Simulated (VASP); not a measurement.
Set up this calculation in VASP 6.6.1, as the native input.

```
Task                   : single point
Functional             : LDA
Potentials or basis    : VASP PAW LDA potentials, release 64 (Au)
Cutoff                 : 520 eV
k mesh                 : 11 × 11 × 6
Occupations            : fermi-dirac, width 0.05 eV
Spin                   : no spin polarisation
Dipole correction      : no
Further INCAR settings : ALGO = Normal; EDIFF = 1e-06; NBANDS = 18
```

The structure of Au lies in POSCAR:

```
Au
1.0
    2.9381622711      0.0000000000      0.0000000000
   -1.4690811355      2.5445231672      0.0000000000
    0.0000000000      0.0000000000      4.9442178906
Au
2
Direct
    0.6666666667      0.3333333333      0.2500000000
    0.3333333333      0.6666666667      0.7500000000
```

This cell differs from its parent crystal: volume scaled by 1.04.

These files were run (other wordings do the same):

INCAR

```
SYSTEM = Au
PREC = Accurate
ENCUT = 520
EDIFF = 1E-6
ISMEAR = -1
SIGMA = 0.05
LREAL = .FALSE.
LASPH = .TRUE.
NELM = 100
ALGO = Normal
ISIF = 2
LWAVE = .FALSE.
LCHARG = .TRUE.
GGA = CA
LELF = .TRUE.
LVHAR = .TRUE.
NBANDS = 18
```

KPOINTS

```
Automatic mesh
0
G
  11 11 6
  0 0 0
```

Potentials or basis: VASP PAW LDA potentials, release 64 (Au).

The run is started by

```sh
$ cat potpaw_LDA.64/Au/POTCAR > POTCAR
$ mpirun -np 1 vasp_std > vasp.out
```

Results of the run:

```yaml
Pressure: -14.8 GPa
Band_gap_on_the_k_mesh: zero (band 11 reaches 11.43 eV, above the bottom of band 12 at 5.45 eV)
```

Caveat: spin-orbit coupling is left out, which moves the levels of the heavy elements.

It took 29 s on 1 thread of Intel Xeon 6975P-C (shared host), peak memory 0.16 GiB.
